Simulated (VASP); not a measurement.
Crystal: KYSe2.

```
K Se Y
1.0
     4.33884    0.00000    0.00000
     0.00000    4.33884    0.00000
     0.00000    0.00000    5.88791
K Se Y
1 2 1
Direct
  0.00000 0.00000 0.00000
  0.00000 0.00000 0.50000
  0.50000 0.50000 0.00000
  0.50000 0.50000 0.50000
```

```yaml
Program: VASP 6.6.1
Task: relaxation of cell and atoms
Functional: PBEsol
Potentials_or_basis: VASP PAW PBE potentials, release 64 (K_sv, Se, Y_sv)
Cutoff: 600 eV
k_mesh: 6 × 6 × 4
Occupations: fermi-dirac, width 0.02 eV
Spin: no spin polarisation
```

At the start: pressure -2.2 GPa; volume 27.71 Å³/atom.

Task: How do energy, volume and symmetry change on relaxing?

Result: Over 4 steps the energy falls by 8.7 meV/atom and the volume is 26.47 Å³/atom (-4.5 %); space group P4/mmm (No. 123, to 0.1 Å) before and after.

The path:
| step | energy change (eV) | largest force (eV/Å) | pressure (GPa) | volume (Å³) |
| --- | --- | --- | --- | --- |
| 1 | 0.0000 | 0.0000 | -2.16 | 110.84 |
| 2 | -0.0315 | 0.0000 | 0.58 | 104.95 |
| 3 | -0.0336 | 0.0000 | -0.01 | 106.07 |
| 4 | -0.0346 | 0.0000 | 0.01 | 105.88 |

Final structure:
```
K Se Y
1.0
     4.26633    0.00000    0.00000
     0.00000    4.26633    0.00000
     0.00000    0.00000    5.81717
K Se Y
1 2 1
Direct
  0.00000 0.00000 0.00000
  0.00000 0.00000 0.50000
  0.50000 0.50000 0.00000
  0.50000 0.50000 0.50000
```

Caveat: the PAW data sets were made with another functional, which shifts forces and pressure a little.
